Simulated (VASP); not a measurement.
# Li16Cu (a cell with a defect) in VASP: single point with PBE+D3(BJ)

Aim: the single point of Li16Cu (a cell with a defect) with PBE+D3(BJ).

Everything below comes from runs of VASP 6.6.1. Logs are shortened: lines on timing, memory, paths and dates and some standing lists are left out, and cuts for length are marked.

## Step 1: The cell of the first run

The cell holds a defect, 17 atoms: a = 6.980 Å, b = 6.980 Å, c = 6.980 Å, α = 90.00°, β = 90.00°, γ = 90.00°.

## Step 2: Single point, PBE+D3(BJ)

INCAR

```
PREC = Accurate ; ENCUT = 520
EDIFF = 1E-6 ; ISMEAR = 0
SIGMA = 0.1 ; LREAL = Auto
LASPH = True ; NELM = 80
ALGO = Normal ; ISIF = 2
LWAVE = False ; LCHARG = False
GGA = PE ; IVDW = 12
NBANDS = 44
```

KPOINTS

```
Automatic mesh
0
Gamma
  3 3 3
```

POSCAR

```
Li16Cu
1.0
    6.9800000000      0.0000000000      0.0000000000
    0.0000000000      6.9800000000      0.0000000000
    0.0000000000      0.0000000000      6.9800000000
Li Cu
16 1
Direct
   -0.0047631681     -0.0319636085      0.0020183657
    0.4604766694     -0.0068965003      0.0063346701
   -0.0016588529      0.5549112091      0.0088174843
    0.0005418467     -0.0047047826      0.4675652972
    0.1970089769      0.2740343996      0.2015506749
    0.4757623638      0.4902610276     -0.0270396920
    0.6110709185      0.0542475069      0.6193431861
    0.7167809226      0.2314033320      0.2309595093
   -0.0347092658      0.4878390941      0.4807837620
    0.2555145634      0.7191257049      0.2630653050
    0.2253178210      0.2327339255      0.7245548732
    0.4877713180      0.4369868409      0.4940994730
    0.6852375113      0.7645173016      0.2710724763
    0.8093921843      0.2848904057      0.8155321525
    0.2625372343      0.7630935390      0.6926465308
    0.7404845299      0.7183710757      0.7445682028
    0.3754193567      0.0313697588      0.3817954788
```

Potentials or basis: VASP PAW PBE potentials, release 64 (Li_sv, Cu).

On the command line:

```
$ cat potpaw_PBE.64/Li_sv/POTCAR potpaw_PBE.64/Cu/POTCAR > POTCAR
$ mpirun -np 1 vasp_std > vasp.out
```

OUTCAR:

```text
PREC = Accurate
   ENCUT = 520
   EDIFF = 1E-6
   ISMEAR = 0
   LREAL = Auto
   LASPH = True
   NELM = 80
   ISIF = 2
   GGA = PE
   IVDW = 12
 IVDW          = 12

 ion  position               nearest neighbor table
   1  0.995  0.968  0.002-
   2  0.460  0.993  0.006-
   3  0.998  0.555  0.009-
   4  0.001  0.995  0.468-  17 2.70
   5  0.197  0.274  0.202-  17 2.45
   6  0.476  0.490  0.973-
   7  0.611  0.054  0.619-  17 2.34  14 2.53
   8  0.717  0.231  0.231-
   9  0.965  0.488  0.481-
  10  0.256  0.719  0.263-  17 2.48
  11  0.225  0.233  0.725-
  12  0.488  0.437  0.494-
  13  0.685  0.765  0.271-
  14  0.809  0.285  0.816-   7 2.53
  15  0.263  0.763  0.693-
  16  0.740  0.718  0.745-
  17  0.375  0.031  0.382-   7 2.34   5 2.45  10 2.48   4 2.70

  LATTYP: Found a simple cubic cell.
 ALAT       =     6.9800000000

  Lattice vectors:

 A1 = (   6.9800000000,   0.0000000000,   0.0000000000)
 A2 = (   0.0000000000,   6.9800000000,   0.0000000000)
 A3 = (   0.0000000000,   0.0000000000,   6.9800000000)

Analysis of symmetry for initial positions (statically):
=====================================================================
 Subroutine PRICEL returns:
 Original cell was already a primitive cell.

 Routine SETGRP: Setting up the symmetry group for a
 simple cubic supercell.

 Subroutine GETGRP returns: Found  1 space group operations
 (whereof  1 operations were pure point group operations)
 out of a pool of 48 trial point group operations.

The static configuration has the point symmetry C_1 .

Analysis of symmetry for dynamics (positions and initial velocities):
=====================================================================
 Subroutine PRICEL returns:
 Original cell was already a primitive cell.

 Routine SETGRP: Setting up the symmetry group for a
 simple cubic supercell.

 Subroutine GETGRP returns: Found  1 space group operations
 (whereof  1 operations were pure point group operations)
 out of a pool of 48 trial point group operations.

The dynamic configuration has the point symmetry C_1 .

 Subroutine INISYM returns: Found  1 space group operations
 (whereof  1 operations are pure point group operations),
 and found     1 'primitive' translations

----------------------------------------------------------------------------------------

                                     Primitive cell

  volume of cell :     340.0684

  direct lattice vectors                    reciprocal lattice vectors
     6.980000000  0.000000000  0.000000000     0.143266476  0.000000000  0.000000000
     0.000000000  6.980000000  0.000000000     0.000000000  0.143266476  0.000000000
     0.000000000  0.000000000  6.980000000     0.000000000  0.000000000  0.143266476

  length of vectors
     6.980000000  6.980000000  6.980000000     0.143266476  0.143266476  0.143266476

  position of ions in fractional coordinates (direct lattice)
     0.995236832  0.968036392  0.002018366
     0.460476669  0.993103500  0.006334670
     0.998341147  0.554911209  0.008817484
     0.000541847  0.995295217  0.467565297
     0.197008977  0.274034400  0.201550675
     0.475762364  0.490261028  0.972960308
[... 9 lines left out ...]
     0.740484530  0.718371076  0.744568203
     0.375419357  0.031369759  0.381795479

  ion indices of the primitive-cell ions
   primitive index   ion index
                 1           1
                 2           2
                 3           3
                 4           4
                 5           5
                 6           6
[... 9 lines left out ...]
                16          16
                17          17

----------------------------------------------------------------------------------------

 KPOINTS: Automatic mesh

Automatic generation of k-mesh.
 Grid dimensions read from file:
 generate k-points for:    3    3    3

 Generating k-lattice:

  Cartesian coordinates                     Fractional coordinates (reciprocal lattice)
     0.047755492  0.000000000  0.000000000     0.333333333  0.000000000  0.000000000
     0.000000000  0.047755492  0.000000000     0.000000000  0.333333333  0.000000000
     0.000000000  0.000000000  0.047755492     0.000000000  0.000000000  0.333333333

  Length of vectors
     0.047755492  0.047755492  0.047755492

  Shift w.r.t. Gamma in fractional coordinates (k-lattice)
     0.000000000  0.000000000  0.000000000

 Subroutine IBZKPT returns following result:
 ===========================================

 Found     14 irreducible k-points:

 Following reciprocal coordinates:
            Coordinates               Weight
  0.000000  0.000000  0.000000      1.000000
  0.333333  0.000000  0.000000      2.000000
  0.000000  0.333333  0.000000      2.000000
  0.000000  0.000000  0.333333      2.000000
  0.333333  0.333333  0.000000      2.000000
  0.000000  0.333333  0.333333      2.000000
  0.333333  0.000000  0.333333      2.000000
 -0.333333  0.333333  0.000000      2.000000
 -0.333333  0.000000  0.333333      2.000000
  0.000000 -0.333333  0.333333      2.000000
  0.333333  0.333333  0.333333      2.000000
 -0.333333  0.333333  0.333333      2.000000
 -0.333333 -0.333333  0.333333      2.000000
  0.333333 -0.333333  0.333333      2.000000
   k-points           NKPTS =     14   k-points in BZ     NKDIM =     14   number of bands    NBANDS=     44
   number of dos      NEDOS =    301   number of ions     NIONS =     17
   total plane-waves  NPLWV = 157464
   dimension x,y,z NGX =    54 NGY =   54 NGZ =   54
   dimension x,y,z NGXF=   108 NGYF=  108 NGZF=  108
   ions per type =              16   1
   NGX,Y,Z   is equivalent  to a cutoff of  12.86, 12.86, 12.86 a.u.
   NGXF,Y,Z  is equivalent  to a cutoff of  25.72, 25.72, 25.72 a.u.
 SYSTEM =  unknown system
   PREC   = accura    normal or accurate (medium, high low for compatibility)
   ISTART =      0    job   : 0-new  1-cont  2-samecut
   ICHARG =      2    charge: 1-file 2-atom 10-const
   ISPIN  =      1    spin polarized calculation?
   LNONCOLLINEAR =      F non collinear calculations
   LSORBIT =      F    spin-orbit coupling
   LASPH  =      T    aspherical Exc in radial PAW
   ENCUT  =  520.0 eV  38.22 Ry    6.18 a.u.  12.98 12.98 12.98*2*pi/ulx,y,z
   NELM   =     80;   NELMIN=  2; NELMDL= -5     # of ELM steps
   EDIFF  = 0.1E-05   stopping-criterion for ELM
   LREAL  =      T    real-space projection
   EDIFFG = 0.1E-04   stopping-criterion for IOM
   NSW    =      0    number of steps for IOM
   IBRION =     -1    ionic relax: 0-MD 1-quasi-New 2-CG
   NFREE  =      0    steps in history (QN), initial steepest desc. (CG)
   ISIF   =      2    stress and relaxation
   ISYM   =      2    0-nonsym 1-usesym 2-fastsym
   POTIM  = 0.5000    time-step for ionic-motion
   TEBEG  =    0.0;   TEEND  =   0.0 temperature during run
   PSTRESS=    0.0 pullay stress
   NELECT =      59.0000    total number of electrons
   NUPDOWN=      -1.0000    fix difference up-down
   EMIN   =  10.00;   EMAX   =-10.00  energy-range for DOS
   EFERMI =   0.00;   METHOD = LEGACY
   ISMEAR =     0;   SIGMA  =   0.10  broadening in eV -4-tet -1-fermi 0-gaus
   EFERMI_NEDOS =   21; number of points for ismear=-14 and -15
   IALGO  =     38    algorithm
   IMIX   =      4    mixing-type and parameters
     AMIX     =   0.40;   BMIX     =  1.00
     AMIX_MAG =   1.60;   BMIX_MAG =  1.00
  volume/ion in A,a.u.               =      20.00       134.99
  Fermi-wavevector in a.u.,A,eV,Ry     =   0.913069  1.725449 11.343099  0.833694
  Thomas-Fermi vector in A             =   2.037537
   LORBIT       =      0    0 simple, 1 ext, 2 COOP (PROOUT), +10 PAW based schemes
   GGA     = PE    functional components
   LHFCALC =     F    Hartree Fock is set to
   AEXX    =    0.0000 exact exchange contribution
   IVDW    =    12    specifies the selected vdW correction
   LEPSILON=     F    determine dielectric tensor
   LRPA    =     F    only Hartree local field effects (RPA)
 non-spin polarized calculation
 Gauss-broadening in eV      SIGMA  =   0.10
  energy-cutoff  :      520.00
  volume of cell :      340.07
 maximum number of plane-waves:      9180
 NGX is ok and might be reduce to    54
   NGX = 25   NGY = 25   NGZ = 25

 number of electron      59.0000009 magnetization

 Free energy of the ion-electron system (eV)
  ---------------------------------------------------
  ext. energy  EPLUGINS =         0.00000000
  ---------------------------------------------------
  free energy    TOTEN  =       -33.73786383 eV

  energy without entropy =      -33.70055597  energy(sigma->0) =      -33.71920990

 E-fermi :   0.7403     XC(G=0):  -7.2151

 val. band max:        0.7065448942   @ k =  -0.3333   0.0000   0.3333
 cond. band min:       0.7694759752   @ k =  -0.3333   0.3333   0.0000
 fundamental gap:      0.0629310810
 Fermi energy:         0.7402706604

 k-point     1 :       0.0000    0.0000    0.0000
  band No.  band energies     occupation
      1     -45.8493      2.00000
      2     -45.8448      2.00000
      3     -45.8389      2.00000
      4     -45.8315      2.00000
      5     -45.8192      2.00000
      6     -45.8125      2.00000
[... 33 lines left out ...]
     40       3.6925      0.00000
     41       3.8499      0.00000

 k-point     2 :       0.3333    0.0000    0.0000
  band No.  band energies     occupation
      1     -45.8492      2.00000
      2     -45.8449      2.00000
      3     -45.8389      2.00000
      4     -45.8315      2.00000
      5     -45.8192      2.00000
      6     -45.8125      2.00000
[... 33 lines left out ...]
     40       3.8841      0.00000
     41       3.9524      0.00000

 k-point     3 :       0.0000    0.3333    0.0000
  band No.  band energies     occupation
      1     -45.8493      2.00000
      2     -45.8448      2.00000
      3     -45.8389      2.00000
      4     -45.8315      2.00000
      5     -45.8192      2.00000
      6     -45.8125      2.00000
[... 434 lines left out ...]
      1     -45.8491      2.00000
      2     -45.8449      2.00000
      3     -45.8390      2.00000
      4     -45.8315      2.00000
      5     -45.8192      2.00000
      6     -45.8125      2.00000
[... 33 lines left out ...]
     40       3.6942      0.00000
     41       4.2276      0.00000

 k-point    14 :       0.3333   -0.3333    0.3333
  band No.  band energies     occupation
      1     -45.8491      2.00000
      2     -45.8449      2.00000
      3     -45.8390      2.00000
      4     -45.8315      2.00000
      5     -45.8192      2.00000
      6     -45.8125      2.00000
[... 33 lines left out ...]
     40       3.8473      0.00000
     41       4.0932      0.00000
 [bands above 41 left out]

------------------------ aborting loop because EDIFF is reached ----------------------------------------

 Edisp (eV)   -3.04502

 E8    (eV) :    -1.2720

  FORCE on cell =-STRESS in cart. coord.  units (eV):
  Direction    XX          YY          ZZ          XY          YZ          ZX
  --------------------------------------------------------------------------------------
  -------------------------------------------------------------------------------------
  Total      -4.23724    -3.61318    -4.19019    -0.35795    -0.35810     1.44304
  in kB     -19.96307   -17.02290   -19.74138    -1.68640    -1.68711     6.79863
  external pressure =      -18.91 kB  Pullay stress =        0.00 kB

 VOLUME and BASIS-vectors are now :
 -----------------------------------------------------------------------------
  energy-cutoff  :      520.00
  volume of cell :      340.07
      direct lattice vectors                 reciprocal lattice vectors
     6.980000000  0.000000000  0.000000000     0.143266476  0.000000000  0.000000000
     0.000000000  6.980000000  0.000000000     0.000000000  0.143266476  0.000000000
     0.000000000  0.000000000  6.980000000     0.000000000  0.000000000  0.143266476

 POSITION                                       TOTAL-FORCE (eV/Angst)
 -----------------------------------------------------------------------------------
      6.94675      6.75689      0.01409        -0.012540      0.000478     -0.010222
      3.21413      6.93186      0.04422         0.007339      0.002906     -0.003893
      6.96842      3.87328      0.06155         0.011260      0.000939      0.010785
      0.00378      6.94716      3.26361        -0.010924      0.000683      0.002220
      1.37512      1.91276      1.40682         0.001570     -0.016754      0.005581
      3.32082      3.42202      6.79126         0.003965     -0.001585      0.004499
[... 9 lines left out ...]
      5.16858      5.01423      5.19709        -0.014885      0.004719     -0.012291
      2.62043      0.21896      2.66493        -0.009443      0.025890     -0.010035
 -----------------------------------------------------------------------------------
    total drift:                                0.007370      0.003384      0.003816

  FREE ENERGIE OF THE ION-ELECTRON SYSTEM (eV)
  ---------------------------------------------------
  free  energy   TOTEN  =       -36.7828861262 eV

  energy  without entropy=      -36.7455782690  energy(sigma->0) =      -36.76423220
```

Run time: 11 min. Hardware: 1 thread of Oxide Virtual Turin-like, shared host; peak memory 0.39 GiB.

What came out:

- Free energy: -36.7829 eV
- Largest force: 0.029 eV/Å
- Band gap on the k mesh: zero (an odd number of electrons rules out a gap without spin polarisation)
- Dispersion energy per atom: -0.179 eV

Forces on the atoms (eV/Å):
```
Li  -0.013  0.000 -0.010
Li   0.007  0.003 -0.004
Li   0.011  0.001  0.011
Li  -0.011  0.001  0.002
Li   0.002 -0.017  0.006
Li   0.004 -0.002  0.004
Li   0.004 -0.026 -0.001
Li   0.011  0.000 -0.004
Li   0.014 -0.001 -0.004
Li  -0.002  0.006 -0.001
Li  -0.010  0.001  0.011
Li  -0.007  0.003 -0.005
Li   0.007 -0.004  0.007
Li   0.005  0.009  0.005
Li   0.003 -0.007  0.006
Li  -0.015  0.005 -0.012
Cu  -0.009  0.026 -0.010
```

Caveat: the cutoff is under 1.25 times the usual one of these potentials, so pressure, stress and relaxed cells hold a basis-set (Pulay) error.

The gap in the log of VASP goes by the Fermi energy; the results here count the filled bands.